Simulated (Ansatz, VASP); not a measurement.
One calculation of Ge2Sb2S, two programs

```
CELL_PARAMETERS angstrom
3.95059 0.00000 0.00000
-1.97530 3.42131 0.00000
0.00000 0.00000 8.76820
ATOMIC_POSITIONS crystal
Ge 0.33333 0.66667 0.17835
Ge 0.66667 0.33333 0.82165
Sb 0.33333 0.66667 0.61958
Sb 0.66667 0.33333 0.38042
S 0.00000 0.00000 0.00000
```

Change from the starting cell: species swapped into the CaAl2Ge2 type (P-3m1, No. 164).

Alike in both runs: functional PBE; k mesh 12 × 12 × 4; occupations gaussian, width 0.1 eV; no spin polarisation.

Ansatz relaxed the structure, and its values are those at the end. VASP's run is a single point on that final structure, the one shown.

```csv
,VASP,Ansatz
version,VASP 6.6.1,Ansatz 0.2.0
potentials or method,"VASP PAW PBE potentials, release 64 (Ge_d, Sb, S), cutoff 520 eV","scalar-relativistic, plane waves, PAW"
valence electrons in the cell,44,64
```

|  | VASP | Ansatz | Ansatz less VASP |
| --- | --- | --- | --- |
| gap on the k mesh at the Fermi level (eV) | none | none | - |
| pressure (GPa) | 0.0 | 0.0 | +0.02 |

A gap of «none» marks a metal or a gap that the smearing closes. VASP's potentials hold 44 valence electrons a cell and Ansatz's 64, so a difference there can come from the potentials and not from the codes.

Neither program's run includes spin-orbit coupling.
